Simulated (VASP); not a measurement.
# RuCl2 (P-3m1) in VASP: further runs

The runs below take RuCl2 through single point, with PBE.

Program: VASP 6.6.1. These are calculated values, not measurements. Logs are shortened: lines on timing, memory, paths and dates and some standing lists are left out, and cuts for length are marked.

### 1 The cell of the first run

Symmetry: P-3m1, No. 164, trigonal system. The conventional cell has a = 3.550 Å, b = 3.550 Å, c = 5.726 Å, α = 90.00°, β = 90.00°, γ = 120.00°. Ru (site symmetry -3m) has 6 Cl at 2.51 Å within 3.3 Å. Within 3.3 Å of Cl (site symmetry 3m) lie 3 Ru at 2.51 Å.

### 2 Single point, PBE

INCAR

```
SYSTEM = RuCl2
PREC = Accurate ; ENCUT = 520
EDIFF = 1E-6 ; ISMEAR = -1
SIGMA = 0.05 ; LREAL = .FALSE.
LASPH = .TRUE. ; NELM = 100
ALGO = Normal ; ISIF = 2
LWAVE = .FALSE. ; LCHARG = .TRUE.
GGA = PE ; LELF = .TRUE.
LVHAR = .TRUE. ; NBANDS = 21
```

KPOINTS

```
regular mesh
0
G
  9 9 5
  0 0 0
```

POSCAR

```
RuCl2
1.0
    3.5496909800      0.0000000000      0.0000000000
   -1.7748454900      3.0741225600      0.0000000000
    0.0000000000      0.0000000000      5.7263882700
Ru Cl
1 2
Direct
    0.0000000000      0.0000000000      0.0000000000
    0.3333333333      0.6666666667      0.2520000000
    0.6666666667      0.3333333333      0.7480000000
```

Potentials or basis: VASP PAW PBE potentials, release 64 (Ru_pv, Cl).

On the command line:

```console
> cat potpaw_PBE.64/Ru_pv/POTCAR potpaw_PBE.64/Cl/POTCAR > POTCAR
> mpirun -np 1 vasp_std > vasp.out
```

OUTCAR:

```text
SYSTEM = RuCl2
   PREC = Accurate
   ENCUT = 520
   EDIFF = 1E-6
   ISMEAR = -1
   LREAL = .FALSE.
   LASPH = .TRUE.
   NELM = 100
   ISIF = 2
   GGA = PE

 ion  position               nearest neighbor table
   1  0.000  0.000  0.000-   2 2.51   3 2.51   3 2.51   2 2.51   3 2.51   2 2.51
   2  0.333  0.667  0.252-   1 2.51   1 2.51   1 2.51
   3  0.667  0.333  0.748-   1 2.51   1 2.51   1 2.51

  LATTYP: Found a hexagonal cell.
 ALAT       =     3.5496909800
 C/A-ratio  =     1.6132075446

  Lattice vectors:

 A1 = (   3.5496909800,   0.0000000000,   0.0000000000)
 A2 = (  -1.7748454900,   3.0741225600,   0.0000000000)
 A3 = (   0.0000000000,   0.0000000000,   5.7263882700)

Analysis of symmetry for initial positions (statically):
=====================================================================
 Subroutine PRICEL returns:
 Original cell was already a primitive cell.

 Routine SETGRP: Setting up the symmetry group for a
 hexagonal supercell.

 Subroutine GETGRP returns: Found 12 space group operations
 (whereof 12 operations were pure point group operations)
 out of a pool of 24 trial point group operations.

The static configuration has the point symmetry D_3d.

Analysis of symmetry for dynamics (positions and initial velocities):
=====================================================================
 Subroutine PRICEL returns:
 Original cell was already a primitive cell.

 Routine SETGRP: Setting up the symmetry group for a
 hexagonal supercell.

 Subroutine GETGRP returns: Found 12 space group operations
 (whereof 12 operations were pure point group operations)
 out of a pool of 24 trial point group operations.

The dynamic configuration has the point symmetry D_3d.

 Subroutine INISYM returns: Found 12 space group operations
 (whereof 12 operations are pure point group operations),
 and found     1 'primitive' translations

----------------------------------------------------------------------------------------

                                     Primitive cell

  volume of cell :      62.4874

  direct lattice vectors                    reciprocal lattice vectors
     3.549690980  0.000000000  0.000000000     0.281714664  0.162648037  0.000000000
    -1.774845490  3.074122560  0.000000000     0.000000000  0.325296074  0.000000000
     0.000000000  0.000000000  5.726388270     0.000000000  0.000000000  0.174630143

  length of vectors
     3.549690980  3.549690976  5.726388270     0.325296074  0.325296074  0.174630143

  position of ions in fractional coordinates (direct lattice)
     0.000000000  0.000000000  0.000000000
     0.333333333  0.666666667  0.252000000
     0.666666667  0.333333333  0.748000000

  ion indices of the primitive-cell ions
   primitive index   ion index
                 1           1
                 2           2
                 3           3

----------------------------------------------------------------------------------------

 KPOINTS: regular mesh

Automatic generation of k-mesh.
 Grid dimensions read from file:
 generate k-points for:    9    9    5

 Generating k-lattice:

  Cartesian coordinates                     Fractional coordinates (reciprocal lattice)
     0.031301629  0.018072004  0.000000000     0.111111111  0.000000000  0.000000000
     0.000000000  0.036144008  0.000000000     0.000000000  0.111111111  0.000000000
     0.000000000  0.000000000  0.034926029     0.000000000  0.000000000  0.200000000

  Length of vectors
     0.036144008  0.036144008  0.034926029

  Shift w.r.t. Gamma in fractional coordinates (k-lattice)
     0.000000000  0.000000000  0.000000000

 Subroutine IBZKPT returns following result:
 ===========================================

 Found     50 irreducible k-points:

 Following reciprocal coordinates:
            Coordinates               Weight
  0.000000  0.000000  0.000000      1.000000
  0.111111  0.000000  0.000000      6.000000
  0.222222  0.000000  0.000000      6.000000
  0.333333  0.000000  0.000000      6.000000
  0.444444  0.000000  0.000000      6.000000
  0.111111  0.111111  0.000000      6.000000
[... 16 lines left out ...]
  0.222222  0.111111  0.200000     12.000000
 -0.111111  0.333333  0.200000     12.000000
 [... further k-points ...]
   k-points           NKPTS =     50   k-points in BZ     NKDIM =     50   number of bands    NBANDS=     21
   number of dos      NEDOS =    301   number of ions     NIONS =      3
   total plane-waves  NPLWV =  37632
   dimension x,y,z NGX =    28 NGY =   28 NGZ =   48
   dimension x,y,z NGXF=    56 NGYF=   56 NGZF=   96
   ions per type =               1   2
   NGX,Y,Z   is equivalent  to a cutoff of  13.11, 13.11, 13.94 a.u.
   NGXF,Y,Z  is equivalent  to a cutoff of  26.23, 26.23, 27.87 a.u.
 SYSTEM =  RuCl2
   PREC   = accura    normal or accurate (medium, high low for compatibility)
   ISTART =      0    job   : 0-new  1-cont  2-samecut
   ICHARG =      2    charge: 1-file 2-atom 10-const
   ISPIN  =      1    spin polarized calculation?
   LNONCOLLINEAR =      F non collinear calculations
   LSORBIT =      F    spin-orbit coupling
   LASPH  =      T    aspherical Exc in radial PAW
   ENCUT  =  520.0 eV  38.22 Ry    6.18 a.u.   6.60  6.60 10.65*2*pi/ulx,y,z
   NELM   =    100;   NELMIN=  2; NELMDL= -5     # of ELM steps
   EDIFF  = 0.1E-05   stopping-criterion for ELM
   LREAL  =      F    real-space projection
   EDIFFG = 0.1E-04   stopping-criterion for IOM
   NSW    =      0    number of steps for IOM
   IBRION =     -1    ionic relax: 0-MD 1-quasi-New 2-CG
   NFREE  =      0    steps in history (QN), initial steepest desc. (CG)
   ISIF   =      2    stress and relaxation
   ISYM   =      2    0-nonsym 1-usesym 2-fastsym
   POTIM  = 0.5000    time-step for ionic-motion
   TEBEG  =    0.0;   TEEND  =   0.0 temperature during run
   PSTRESS=    0.0 pullay stress
   NELECT =      28.0000    total number of electrons
   NUPDOWN=      -1.0000    fix difference up-down
   EMIN   =  10.00;   EMAX   =-10.00  energy-range for DOS
   EFERMI =   0.00;   METHOD = LEGACY
   ISMEAR =    -1;   SIGMA  =   0.05  broadening in eV -4-tet -1-fermi 0-gaus
   EFERMI_NEDOS =   21; number of points for ismear=-14 and -15
   IALGO  =     38    algorithm
   IMIX   =      4    mixing-type and parameters
     AMIX     =   0.40;   BMIX     =  1.00
     AMIX_MAG =   1.60;   BMIX_MAG =  1.00
  volume/ion in A,a.u.               =      20.83       140.56
  Fermi-wavevector in a.u.,A,eV,Ry     =   1.252747  2.367348 21.352640  1.569375
  Thomas-Fermi vector in A             =   2.386633
   LORBIT       =      0    0 simple, 1 ext, 2 COOP (PROOUT), +10 PAW based schemes
   GGA     = PE    functional components
   LHFCALC =     F    Hartree Fock is set to
   AEXX    =    0.0000 exact exchange contribution
   IVDW    =     0    specifies the selected vdW correction
   LEPSILON=     F    determine dielectric tensor
   LRPA    =     F    only Hartree local field effects (RPA)
 non-spin polarized calculation
  energy-cutoff  :      520.00
  volume of cell :       62.49
 maximum number of plane-waves:      1725
 NGX is ok and might be reduce to    28
   NGX = 13   NGY = 13   NGZ = 21

 number of electron      28.0000006 magnetization

 Free energy of the ion-electron system (eV)
  ---------------------------------------------------
  ext. energy  EPLUGINS =         0.00000000
  ---------------------------------------------------
  free energy    TOTEN  =       -13.36395139 eV

  energy without entropy =      -13.36365585  energy(sigma->0) =      -13.36380362

 E-fermi :   5.4322     XC(G=0):  -9.8562

 val. band max:        5.0942053132   @ k =   0.0000   0.4444   0.2000
 cond. band min:       5.6936472482   @ k =   0.0000   0.2222   0.4000
 fundamental gap:      0.5994419350
 Fermi energy:         5.4322385650

 k-point     1 :       0.0000    0.0000    0.0000
  band No.  band energies     occupation
      1     -37.1436      2.00000
      2     -37.0168      2.00000
      3     -37.0168      2.00000
      4     -12.0068      2.00000
      5     -11.1334      2.00000
      6      -1.6380      2.00000
[... 13 lines left out ...]
     20      14.1449      0.00000
     21      15.7324      0.00000

 k-point     2 :       0.1111    0.0000    0.0000
  band No.  band energies     occupation
      1     -37.1427      2.00000
      2     -37.0222      2.00000
      3     -37.0181      2.00000
      4     -11.9287      2.00000
      5     -11.1273      2.00000
      6      -1.4980      2.00000
[... 13 lines left out ...]
     20      14.5158      0.00000
     21      14.9930      0.00000

 k-point     3 :       0.2222    0.0000    0.0000
  band No.  band energies     occupation
      1     -37.1404      2.00000
      2     -37.0359      2.00000
      3     -37.0214      2.00000
      4     -11.7205      2.00000
      5     -11.1138      2.00000
      6      -1.1201      2.00000
[... 13 lines left out ...]
     20      13.7794      0.00000
     21      15.1916      0.00000

 k-point     4 :       0.3333    0.0000    0.0000
  band No.  band energies     occupation
      1     -37.1378      2.00000
      2     -37.0514      2.00000
      3     -37.0252      2.00000
      4     -11.4580      2.00000
      5     -11.1071      2.00000
      6      -0.9437      2.00000
[... 13 lines left out ...]
     20      14.0437      0.00000
     21      14.5623      0.00000

 k-point     5 :       0.4444    0.0000    0.0000
  band No.  band energies     occupation
      1     -37.1362      2.00000
      2     -37.0615      2.00000
      3     -37.0277      2.00000
      4     -11.2441      2.00000
      5     -11.1337      2.00000
      6      -1.4572      2.00000
[... 13 lines left out ...]
     20      13.9865      0.00000
     21      14.3148      0.00000
[... 382 lines left out ...]
     20      13.7648      0.00000
     21      14.3530      0.00000

 k-point    22 :       0.1111    0.1111    0.2000
  band No.  band energies     occupation
      1     -37.1411      2.00000
      2     -37.0313      2.00000
      3     -37.0209      2.00000
      4     -11.7320      2.00000
      5     -11.1819      2.00000
      6      -1.1174      2.00000
[... 13 lines left out ...]
     20      13.8438      0.00000
     21      14.9110      0.00000

 k-point    23 :       0.2222    0.1111    0.2000
  band No.  band energies     occupation
      1     -37.1387      2.00000
      2     -37.0448      2.00000
      3     -37.0256      2.00000
      4     -11.4988      2.00000
      5     -11.1627      2.00000
      6      -0.8186      2.00000
[... 13 lines left out ...]
     20      13.5666      0.00000
     21      14.0446      0.00000

 k-point    24 :      -0.1111    0.3333    0.2000
  band No.  band energies     occupation
      1     -37.1387      2.00000
      2     -37.0448      2.00000
      3     -37.0256      2.00000
      4     -11.5215      2.00000
      5     -11.1358      2.00000
      6      -0.9865      2.00000
[... 13 lines left out ...]
     20      13.5859      0.00000
     21      14.7096      0.00000

 [... further k-points ...]

------------------------ aborting loop because EDIFF is reached ----------------------------------------

  FORCE on cell =-STRESS in cart. coord.  units (eV):
  Direction    XX          YY          ZZ          XY          YZ          ZX
  --------------------------------------------------------------------------------------
  -------------------------------------------------------------------------------------
  Total       -1.6890376     -1.6890376     -3.6335002      0.0000000      0.0000000      0.0000000
  in kB      -43.3069296    -43.3069295    -93.1629554      0.0000000      0.0000000      0.0000000
  external PRESSURE =     -59.9256048 kB  Pullay stress =       0.0000000 kB

 VOLUME and BASIS-vectors are now :
 -----------------------------------------------------------------------------
  energy-cutoff  :      520.00
  volume of cell :       62.49
      direct lattice vectors                 reciprocal lattice vectors
     3.549690980  0.000000000  0.000000000     0.281714664  0.162648037  0.000000000
    -1.774845490  3.074122560  0.000000000     0.000000000  0.325296074  0.000000000
     0.000000000  0.000000000  5.726388270     0.000000000  0.000000000  0.174630143

 POSITION                                       TOTAL-FORCE (eV/Angst)
 -----------------------------------------------------------------------------------
      0.00000      0.00000      0.00000        -0.000000      0.000000      0.000000
     -0.00000      2.04942      1.44305         0.000000     -0.000000     -1.615726
      1.77485      1.02471      4.28334        -0.000000      0.000000      1.615726
 -----------------------------------------------------------------------------------
    total drift:                                0.000000     -0.000000     -0.000000

  FREE ENERGIE OF THE ION-ELECTRON SYSTEM (eV)
  ---------------------------------------------------
  free  energy   TOTEN  =       -13.3639513886 eV

  energy  without entropy=      -13.3636558452  energy(sigma->0) =      -13.36380362
```

Run time: 68 s. Hardware: 1 thread of AMD EPYC 7R43 (Zen 3), shared host; peak memory 0.18 GiB.

Results:

```
Free energy            : -13.3640 eV
Pressure               : -6.0 GPa
Largest force          : 1.616 eV/Å
Band gap on the k mesh : 0.60 eV (least direct gap 0.79 eV)
```

Forces on the atoms (eV/Å):
```
Ru   0.000  0.000  0.000
Cl   0.000  0.000 -1.616
Cl   0.000  0.000  1.616
```

Caveat: the cell stands under tension; an odd mesh through Γ misses points on the zone boundary, where band edges can lie; forces of over 1 eV/Å act on the atoms, so gaps and moduli don't describe the material at rest.

### 3 Single point, PBE

This run uses another cell than the first one, of 21.25 Å³/atom.

INCAR

```
SYSTEM = RuCl2
PREC = Accurate
ENCUT = 520
EDIFF = 1E-7
ISMEAR = -1
SIGMA = 0.05
LREAL = .FALSE.
LASPH = .TRUE.
NELM = 100
ALGO = Normal
ISIF = 2
LWAVE = .FALSE.
LCHARG = .TRUE.
GGA = PE
LELF = .TRUE.
LVHAR = .TRUE.
NBANDS = 21
```

KPOINTS is that of step 2.

POSCAR

```
RuCl2
1.0
    3.5731995524      0.0000000000      0.0000000000
   -1.7865997762      3.0944815809      0.0000000000
    0.0000000000      0.0000000000      5.7643124763
Ru Cl
1 2
Direct
    0.0000000000      0.0000000000      0.0000000000
    0.3333333333      0.6666666667      0.2520000000
    0.6666666667      0.3333333333      0.7480000000
```

Potentials or basis: VASP PAW PBE potentials, release 64 (Ru_pv, Cl).

On the command line:

```console
> cat potpaw_PBE.64/Ru_pv/POTCAR potpaw_PBE.64/Cl/POTCAR > POTCAR
> mpirun -np 1 vasp_std > vasp.out
```

OUTCAR:

```text
SYSTEM = RuCl2
   PREC = Accurate
   ENCUT = 520
   EDIFF = 1E-7
   ISMEAR = -1
   LREAL = .FALSE.
   LASPH = .TRUE.
   NELM = 100
   ISIF = 2
   GGA = PE

 ion  position               nearest neighbor table
   1  0.000  0.000  0.000-   2 2.52   3 2.52   3 2.52   2 2.52   3 2.52   2 2.52
   2  0.333  0.667  0.252-   1 2.52   1 2.52   1 2.52
   3  0.667  0.333  0.748-   1 2.52   1 2.52   1 2.52

  LATTYP: Found a hexagonal cell.
 ALAT       =     3.5731995524
 C/A-ratio  =     1.6132075446

  Lattice vectors:

 A1 = (   3.5731995524,   0.0000000000,   0.0000000000)
 A2 = (  -1.7865997762,   3.0944815809,   0.0000000000)
 A3 = (   0.0000000000,   0.0000000000,   5.7643124763)

Analysis of symmetry for initial positions (statically):
=====================================================================
 Subroutine PRICEL returns:
 Original cell was already a primitive cell.

 Routine SETGRP: Setting up the symmetry group for a
 hexagonal supercell.

 Subroutine GETGRP returns: Found 12 space group operations
 (whereof 12 operations were pure point group operations)
[... 162 lines left out ...]
  free energy    TOTEN  =       -13.31343241 eV

  energy without entropy =      -13.31307521  energy(sigma->0) =      -13.31325381

 E-fermi :   5.1861     XC(G=0):  -9.7568

 val. band max:        4.8552037356   @ k =   0.0000   0.4444   0.2000
 cond. band min:       5.4386234726   @ k =   0.0000   0.2222   0.4000
 fundamental gap:      0.5834197370
 Fermi energy:         5.1860978719

 k-point     1 :       0.0000    0.0000    0.0000
  band No.  band energies     occupation
      1     -37.3602      2.00000
      2     -37.2388      2.00000
      3     -37.2388      2.00000
      4     -12.1234      2.00000
      5     -11.2941      2.00000
      6      -1.7370      2.00000
[... 565 lines left out ...]
     20      13.3225      0.00000
     21      14.4327      0.00000

 [... further k-points ...]

------------------------ aborting loop because EDIFF is reached ----------------------------------------

  FORCE on cell =-STRESS in cart. coord.  units (eV):
  Direction    XX          YY          ZZ          XY          YZ          ZX
  --------------------------------------------------------------------------------------
  -------------------------------------------------------------------------------------
  Total       -2.2146139     -2.2146138     -4.0379779     -0.0000000      0.0000000      0.0000000
  in kB      -55.6693187    -55.6693185   -101.5036893     -0.0000000      0.0000000      0.0000000
  external PRESSURE =     -70.9474421 kB  Pullay stress =       0.0000000 kB

 VOLUME and BASIS-vectors are now :
 -----------------------------------------------------------------------------
  energy-cutoff  :      520.00
  volume of cell :       63.74
      direct lattice vectors                 reciprocal lattice vectors
     3.573199552  0.000000000  0.000000000     0.279861224  0.161577953  0.000000000
    -1.786599776  3.094481581  0.000000000     0.000000000  0.323155906  0.000000000
     0.000000000  0.000000000  5.764312476     0.000000000  0.000000000  0.173481227

 POSITION                                       TOTAL-FORCE (eV/Angst)
 -----------------------------------------------------------------------------------
      0.00000      0.00000      0.00000         0.000000      0.000000      0.000000
     -0.00000      2.06299      1.45261         0.000000     -0.000000     -1.713550
      1.78660      1.03149      4.31171        -0.000000      0.000000      1.713550
 -----------------------------------------------------------------------------------
    total drift:                                0.000000     -0.000000      0.000000

  FREE ENERGIE OF THE ION-ELECTRON SYSTEM (eV)
  ---------------------------------------------------
  free  energy   TOTEN  =       -13.3134324088 eV

  energy  without entropy=      -13.3130752147  energy(sigma->0) =      -13.31325381
```

OSZICAR:

```text
N       E                     dE             d eps       ncg     rms          rms(c)
DAV:   1     0.217396423376E+03    0.21740E+03   -0.15020E+04  2260   0.123E+03
DAV:   2    -0.280519332824E+01   -0.22020E+03   -0.21323E+03  2462   0.313E+02
DAV:   3    -0.134260501705E+02   -0.10621E+02   -0.10548E+02  2565   0.679E+01
DAV:   4    -0.135904144235E+02   -0.16436E+00   -0.16428E+00  2653   0.893E+00
DAV:   5    -0.135944645112E+02   -0.40501E-02   -0.40498E-02  2709   0.129E+00    0.116E+01
DAV:   6    -0.133305663292E+02    0.26390E+00   -0.13965E+00  2440   0.828E+00    0.634E+00
DAV:   7    -0.133212009786E+02    0.93654E-02   -0.40241E-01  2350   0.492E+00    0.346E+00
DAV:   8    -0.133135220939E+02    0.76789E-02   -0.81796E-02  2440   0.234E+00    0.358E-01
DAV:   9    -0.133132637135E+02    0.25838E-03   -0.84971E-03  2425   0.590E-01    0.167E-01
DAV:  10    -0.133133634171E+02   -0.99704E-04   -0.12038E-03  2525   0.243E-01    0.647E-02
DAV:  11    -0.133134065263E+02   -0.43109E-04   -0.54292E-05  2455   0.546E-02    0.348E-02
DAV:  12    -0.133134322007E+02   -0.25674E-04   -0.57841E-05  2310   0.532E-02    0.105E-02
DAV:  13    -0.133134320289E+02    0.17179E-06   -0.57506E-06  2555   0.205E-02    0.391E-03
DAV:  14    -0.133134323513E+02   -0.32246E-06   -0.62770E-07  2449   0.486E-03    0.143E-03
DAV:  15    -0.133134324088E+02   -0.57415E-07   -0.58643E-08  1720   0.168E-03
   1 F= -.13313432E+02 E0= -.13313254E+02  d E =-.357194E-03
```

Run time: 59 s. Hardware: 1 thread of AMD EPYC 7R43 (Zen 3), shared host; peak memory 0.18 GiB.

What came out:

```
Free energy            : -13.3134 eV
Pressure               : -7.1 GPa
Largest force          : 1.714 eV/Å
Band gap on the k mesh : 0.58 eV (least direct gap 0.77 eV)
```

Forces on the atoms (eV/Å):
```
Ru   0.000  0.000  0.000
Cl   0.000  0.000 -1.714
Cl   0.000  0.000  1.714
```

Stress tensor (GPa, compression positive):
```
 -5.57   0.00   0.00
  0.00  -5.57   0.00
  0.00   0.00 -10.15
```

Caveat: the cell stands under tension; an odd mesh through Γ misses points on the zone boundary, where band edges can lie; this functional lacks dispersion, which binds the layers, so the pressure and a relaxed spacing across them are unreliable; forces of over 1 eV/Å act on the atoms, so gaps and moduli don't describe the material at rest.
